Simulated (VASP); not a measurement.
A run of VASP 6.6.1 is set up as follows.

INCAR

```
ALGO = Normal ; EDIFF = 1E-8
ENCUT = 520 ; GGA = PE
IBRION = 6 ; ISIF = 2
ISMEAR = 0 ; IVDW = 12
LASPH = True ; LCHARG = False
LREAL = False ; LWAVE = False
NBANDS = 18 ; NELM = 80
NFREE = 2 ; NSW = 1
POTIM = 0.015 ; PREC = Accurate
SIGMA = 0.03
```

Contents of KPOINTS:

```
k-points
0
Gamma
  12 12 8
```

Contents of POSCAR:

```
PtS2
1.0
    3.5832742325      0.0000000000      0.0000000000
   -1.7916371163      3.1032065141      0.0000000000
    0.0000000000      0.0000000000      4.6628322088
Pt S
1 2
Direct
    0.0000000000      0.0000000000      0.0000000000
    0.3333333333      0.6666666667      0.2587415406
    0.6666666667      0.3333333333      0.7412584594
```

Potentials or basis: VASP PAW PBE potentials, release 64 (Pt, S).

Launch:

```console
$ cat potpaw_PBE.64/Pt/POTCAR potpaw_PBE.64/S/POTCAR > POTCAR
$ mpirun -np 1 vasp_std > vasp.out
```

**Question.** What does it give for the highest phonon frequency at Γ, LO-TO splitting left out?

**Answer.** 330 cm⁻¹.

**Question.** What does it give for the dispersion energy per atom?

**Answer.** -0.451 eV.

Phonon frequencies in cm⁻¹ (negative: imaginary):
```tsv
q point	frequencies
(0.000, 0.000, 0.000)	0 0 0 293 293 303 303 320 330
```
